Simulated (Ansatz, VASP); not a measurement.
**BiTe in VASP and in Ansatz**

```
Bi Te
1.0
     2.37325    1.37020    3.24957
    -2.37325    1.37020    3.24957
     0.00000   -2.74039    3.24957
Bi Te
1 1
Cartesian
  0.0000 0.0000 4.8744
  0.0000 0.0000 0.0000
```

Change from the starting cell: volume scaled by 0.94.

Alike in both runs: task single point; functional LDA; k mesh 7 × 7 × 7; occupations fermi-dirac, width 0.05 eV; no spin polarisation.

|  | VASP | Ansatz |
| --- | --- | --- |
| version | VASP 6.6.1 | Ansatz 0.2.0 |
| potentials or method | VASP PAW LDA potentials, release 64 (Bi_d, Te), cutoff 520 eV | all-electron LAPW, scalar-relativistic |

```csv
,VASP,Ansatz,Ansatz less VASP
gap on the k mesh at the Fermi level (eV),none,none,-
pressure (GPa),-0.3,-0.4,-0.03
"traceless stress, the component that is largest in VASP (GPa)",-0.30,-0.28,+0.027
```

LDA's correlation is that of Perdew and Zunger in VASP and of Perdew and Wang (1992) in Ansatz. A gap of «none» marks a metal or a gap that the smearing closes. Ansatz ran all-electron here, and VASP with PAW potentials.

Spin-orbit coupling is off throughout.
